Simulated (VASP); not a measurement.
# TaN (P-6m2) in VASP: a series of runs

Runs on TaN. Level: PBE. Tasks: electric field gradients.

All numbers are computed with VASP 6.6.1; they aren't measurements. Logs are shortened: lines on timing, memory, paths and dates and some standing lists are left out, and cuts for length are marked.

### Step 1. The cell of the first run

The structure is hexagonal, space group P-6m2 (No. 187). The conventional cell has a = 2.938 Å, b = 2.938 Å, c = 2.941 Å, α = 90.00°, β = 90.00°, γ = 120.00°. Within 3.0 Å of Ta (site symmetry -6m2) lie 6 N at 2.24 Å and 8 Ta at 2.94 Å. Within 3.0 Å of N (site symmetry -6m2) lie 6 Ta at 2.24 Å and 8 N at 2.94 Å.

### Step 2. Electric field gradients, PBE (zz strain of +2 %)

INCAR

```
  PREC = Accurate
  ENCUT = 520
  EDIFF = 1E-8
  ISMEAR = -1
  SIGMA = 0.02
  LREAL = F
  LASPH = T
  NELM = 80
  ALGO = Normal
  ISIF = 2
  LWAVE = F
  LCHARG = F
  GGA = PE
  LEFG = T
  NBANDS = 15
```

KPOINTS

```
Automatic mesh
0
Gamma
  12 12 10
```

POSCAR

```
TaN
1.0
    2.9379988584      0.0000000000      0.0000000000
   -1.4689994292      2.5443816477      0.0000000000
    0.0000000000      0.0000000000      2.9406600000
Ta N
1 1
Direct
    0.3333333333      0.6666666667      0.5000000000
    0.0000000000      0.0000000000      0.0000000000
```

Potentials or basis: VASP PAW PBE potentials, release 64 (Ta_pv, N).

On the command line:

```sh
cat potpaw_PBE.64/Ta_pv/POTCAR potpaw_PBE.64/N/POTCAR > POTCAR
mpirun -np 1 vasp_std > vasp.out
```

OUTCAR:

```text
PREC = Accurate
   ENCUT = 520
   EDIFF = 1E-8
   ISMEAR = -1
   LREAL = F
   LASPH = T
   NELM = 80
   ISIF = 2
   GGA = PE

 ion  position               nearest neighbor table
   1  0.333  0.667  0.500-   2 2.24   2 2.24   2 2.24   2 2.24   2 2.24   2 2.24
   2  0.000  0.000  0.000-   1 2.24   1 2.24   1 2.24   1 2.24   1 2.24   1 2.24

  LATTYP: Found a hexagonal cell.
 ALAT       =     2.9379988584
 C/A-ratio  =     1.0009057667

  Lattice vectors:

 A1 = (   2.9379988584,   0.0000000000,   0.0000000000)
 A2 = (  -1.4689994292,   2.5443816477,   0.0000000000)
 A3 = (   0.0000000000,   0.0000000000,   2.9406600000)

Analysis of symmetry for initial positions (statically):
=====================================================================
 Subroutine PRICEL returns:
 Original cell was already a primitive cell.

 Routine SETGRP: Setting up the symmetry group for a
 hexagonal supercell.

 Subroutine GETGRP returns: Found 12 space group operations
 (whereof 12 operations were pure point group operations)
 out of a pool of 24 trial point group operations.

The static configuration has the point symmetry D_3h.

Analysis of symmetry for dynamics (positions and initial velocities):
=====================================================================
 Subroutine PRICEL returns:
 Original cell was already a primitive cell.

 Routine SETGRP: Setting up the symmetry group for a
 hexagonal supercell.

 Subroutine GETGRP returns: Found 12 space group operations
 (whereof 12 operations were pure point group operations)
 out of a pool of 24 trial point group operations.

The dynamic configuration has the point symmetry D_3h.

 Subroutine INISYM returns: Found 12 space group operations
 (whereof 12 operations are pure point group operations),
 and found     1 'primitive' translations

----------------------------------------------------------------------------------------

                                     Primitive cell

  volume of cell :      21.9826

  direct lattice vectors                    reciprocal lattice vectors
     2.937998858  0.000000000  0.000000000     0.340367729  0.196511400  0.000000000
    -1.468999429  2.544381648  0.000000000     0.000000000  0.393022800  0.000000000
     0.000000000  0.000000000  2.940660000     0.000000000  0.000000000  0.340059714

  length of vectors
     2.937998858  2.937998858  2.940660000     0.393022800  0.393022800  0.340059714

  position of ions in fractional coordinates (direct lattice)
     0.333333333  0.666666667  0.500000000
     0.000000000  0.000000000  0.000000000

  ion indices of the primitive-cell ions
   primitive index   ion index
                 1           1
                 2           2

----------------------------------------------------------------------------------------

 KPOINTS: Automatic mesh

Automatic generation of k-mesh.
 Grid dimensions read from file:
 generate k-points for:   12   12   10

 Generating k-lattice:

  Cartesian coordinates                     Fractional coordinates (reciprocal lattice)
     0.028363977  0.016375950  0.000000000     0.083333333  0.000000000  0.000000000
     0.000000000  0.032751900  0.000000000     0.000000000  0.083333333  0.000000000
     0.000000000  0.000000000  0.034005971     0.000000000  0.000000000  0.100000000

  Length of vectors
     0.032751900  0.032751900  0.034005971

  Shift w.r.t. Gamma in fractional coordinates (k-lattice)
     0.000000000  0.000000000  0.000000000

 Subroutine IBZKPT returns following result:
 ===========================================

 Found    114 irreducible k-points:

 Following reciprocal coordinates:
            Coordinates               Weight
  0.000000  0.000000  0.000000      1.000000
  0.083333 -0.000000  0.000000      6.000000
  0.166667 -0.000000  0.000000      6.000000
  0.250000  0.000000  0.000000      6.000000
  0.333333  0.000000  0.000000      6.000000
  0.416667  0.000000  0.000000      6.000000
[... 16 lines left out ...]
  0.250000  0.000000  0.100000     12.000000
  0.333333  0.000000  0.100000     12.000000
 [... further k-points ...]
   k-points           NKPTS =    114   k-points in BZ     NKDIM =    114   number of bands    NBANDS=     15
   number of dos      NEDOS =    301   number of ions     NIONS =      2
   total plane-waves  NPLWV =  13824
   dimension x,y,z NGX =    24 NGY =   24 NGZ =   24
   dimension x,y,z NGXF=    48 NGYF=   48 NGZF=   48
   ions per type =               1   1
   NGX,Y,Z   is equivalent  to a cutoff of  13.58, 13.58, 13.57 a.u.
   NGXF,Y,Z  is equivalent  to a cutoff of  27.16, 27.16, 27.14 a.u.
 SYSTEM =  unknown system
   PREC   = accura    normal or accurate (medium, high low for compatibility)
   ISTART =      0    job   : 0-new  1-cont  2-samecut
   ICHARG =      2    charge: 1-file 2-atom 10-const
   ISPIN  =      1    spin polarized calculation?
   LNONCOLLINEAR =      F non collinear calculations
   LSORBIT =      F    spin-orbit coupling
   LASPH  =      T    aspherical Exc in radial PAW
   ENCUT  =  520.0 eV  38.22 Ry    6.18 a.u.   5.46  5.46  5.47*2*pi/ulx,y,z
   NELM   =     80;   NELMIN=  2; NELMDL= -5     # of ELM steps
   EDIFF  = 0.1E-07   stopping-criterion for ELM
   LREAL  =      F    real-space projection
   EDIFFG = 0.1E-06   stopping-criterion for IOM
   NSW    =      0    number of steps for IOM
   IBRION =     -1    ionic relax: 0-MD 1-quasi-New 2-CG
   NFREE  =      0    steps in history (QN), initial steepest desc. (CG)
   ISIF   =      2    stress and relaxation
   ISYM   =      2    0-nonsym 1-usesym 2-fastsym
   POTIM  = 0.5000    time-step for ionic-motion
   TEBEG  =    0.0;   TEEND  =   0.0 temperature during run
   PSTRESS=    0.0 pullay stress
   NELECT =      16.0000    total number of electrons
   NUPDOWN=      -1.0000    fix difference up-down
   EMIN   =  10.00;   EMAX   =-10.00  energy-range for DOS
   EFERMI =   0.00;   METHOD = LEGACY
   ISMEAR =    -1;   SIGMA  =   0.02  broadening in eV -4-tet -1-fermi 0-gaus
   EFERMI_NEDOS =   21; number of points for ismear=-14 and -15
   IALGO  =     38    algorithm
   IMIX   =      4    mixing-type and parameters
     AMIX     =   0.40;   BMIX     =  1.00
     AMIX_MAG =   1.60;   BMIX_MAG =  1.00
  volume/ion in A,a.u.               =      10.99        74.17
  Fermi-wavevector in a.u.,A,eV,Ry     =   1.472613  2.782835 29.505440  2.168589
  Thomas-Fermi vector in A             =   2.587606
   LORBIT       =      0    0 simple, 1 ext, 2 COOP (PROOUT), +10 PAW based schemes
   GGA     = PE    functional components
   LHFCALC =     F    Hartree Fock is set to
   AEXX    =    0.0000 exact exchange contribution
   IVDW    =     0    specifies the selected vdW correction
   LEPSILON=     F    determine dielectric tensor
   LRPA    =     F    only Hartree local field effects (RPA)
 non-spin polarized calculation
  energy-cutoff  :      520.00
  volume of cell :       21.98
 maximum number of plane-waves:       617
 NGX is ok and might be reduce to    24
   NGX = 11   NGY = 11   NGZ = 11

 number of electron      16.0000003 magnetization

 Free energy of the ion-electron system (eV)
  ---------------------------------------------------
  ext. energy  EPLUGINS =         0.00000000
  ---------------------------------------------------
  free energy    TOTEN  =       -22.43582133 eV

  energy without entropy =      -22.43572581  energy(sigma->0) =      -22.43577357

 E-fermi :   8.1457     XC(G=0): -13.2401

 val. band max:        8.0454036838   @ k =   0.0000   0.0000   0.4000
 cond. band min:       8.1813183888   @ k =   0.0833  -0.0000   0.5000
 fundamental gap:      0.1359147050
 Fermi energy:         8.1456557899

 k-point     1 :       0.0000    0.0000    0.0000
  band No.  band energies     occupation
      1     -26.9152      2.00000
      2     -26.5903      2.00000
      3     -26.5903      2.00000
      4      -9.5616      2.00000
      5       3.7219      2.00000
      6       3.7219      2.00000
      7       3.8625      2.00000
      8       5.0255      2.00000
      9      10.2712      0.00000
     10      11.4264      0.00000
     11      11.4264      0.00000
     12      11.8983      0.00000
     13      11.8983      0.00000
     14      20.9862      0.00000
[... 401 lines left out ...]
      2     -26.8780      2.00000
      3     -26.7556      2.00000
      4      -7.8627      2.00000
      5       0.6563      2.00000
      6       2.9981      2.00000
      7       4.5592      2.00000
      8       5.3719      2.00000
      9      10.5955      0.00000
     10      10.9524      0.00000
     11      12.4195      0.00000
     12      12.9023      0.00000
     13      14.9314      0.00000
     14      21.0667      0.00000
     15      21.3445      0.00000

 [... further k-points ...]

------------------------ aborting loop because EDIFF is reached ----------------------------------------

  FORCE on cell =-STRESS in cart. coord.  units (eV):
  Direction    XX          YY          ZZ          XY          YZ          ZX
  --------------------------------------------------------------------------------------
  -------------------------------------------------------------------------------------
  Total        0.2765854      0.2765854     -1.3319773      0.0000000     -0.0000000      0.0000000
  in kB       20.1586339     20.1586339    -97.0797620      0.0000000     -0.0000000      0.0000000
  external PRESSURE =     -18.9208314 kB  Pullay stress =       0.0000000 kB

 VOLUME and BASIS-vectors are now :
 -----------------------------------------------------------------------------
  energy-cutoff  :      520.00
  volume of cell :       21.98
      direct lattice vectors                 reciprocal lattice vectors
     2.937998858  0.000000000  0.000000000     0.340367729  0.196511400  0.000000000
    -1.468999429  2.544381648  0.000000000     0.000000000  0.393022800  0.000000000
     0.000000000  0.000000000  2.940660000     0.000000000  0.000000000  0.340059714

 POSITION                                       TOTAL-FORCE (eV/Angst)
 -----------------------------------------------------------------------------------
     -0.00000      1.69625      1.47033        -0.000000     -0.000000      0.000000
      0.00000      0.00000      0.00000         0.000000      0.000000      0.000000
 -----------------------------------------------------------------------------------
    total drift:                                0.000000     -0.000000     -0.000000

  FREE ENERGIE OF THE ION-ELECTRON SYSTEM (eV)
  ---------------------------------------------------
  free  energy   TOTEN  =       -22.4358213321 eV

  energy  without entropy=      -22.4357258076  energy(sigma->0) =      -22.43577357

 Electric field gradients (V/A^2)
---------------------------------------------------------------------
 ion       V_xx      V_yy      V_zz      V_xy      V_xz      V_yz
---------------------------------------------------------------------
   1     -17.152   -17.152    34.304     0.000     0.000    -0.000
   2      -2.241    -2.240     4.481     0.001    -0.000     0.000
---------------------------------------------------------------------

 Electric field gradients after diagonalization (V/A^2)
 (convention: |V_zz| > |V_xx| > |V_yy|)
----------------------------------------------------------------------
 ion       V_xx      V_yy      V_zz     asymmetry (V_yy - V_xx)/ V_zz
----------------------------------------------------------------------
   1     -17.152   -17.152    34.304       0.000
   2      -2.242    -2.240     4.481       0.001
----------------------------------------------------------------------

           NMR quadrupolar parameters

 Cq : quadrupolar parameter    Cq=e*Q*V_zz/h
 eta: asymmetry parameters     (V_yy - V_xx)/ V_zz
 Q  : nuclear electric quadrupole moment in mb (millibarn)
----------------------------------------------------------------------
 ion       Cq(MHz)       eta       Q (mb)
----------------------------------------------------------------------
   1       0.083       0.000       1.000
   2       0.011       0.001       1.000
----------------------------------------------------------------------
```

Wall time 36 s (1 thread of Intel Xeon Platinum 8259CL at 2.50GHz (Skylake/Cascade Lake), shared host); peak memory 0.17 GiB.

What came out:

```yaml
Free_energy: -22.4358 eV
Pressure: -1.9 GPa
Band_gap_on_the_k_mesh: zero (band 8 reaches 8.30 eV, above the bottom of band 9 at 7.94 eV)
```

Stress tensor (GPa, compression positive):
```
 2.02  0.00  0.00
 0.00  2.02  0.00
 0.00  0.00 -9.71
```

Electric field gradients, principal values (V/Å²):
```tsv
atom	least	middle	greatest (by size)
1 Ta	-17.152	-17.152	34.304
2 N	-2.240	-2.242	4.481
```

Caveat: the cell differs from its parent crystal (zz strain of +2 %); without QUAD_EFG the Cq values of the log hold for a quadrupole moment of 1 mb, not for the nuclei; spin-orbit coupling is left out, which moves the levels of the heavy elements.

(Part 1 of 2 ends here.)
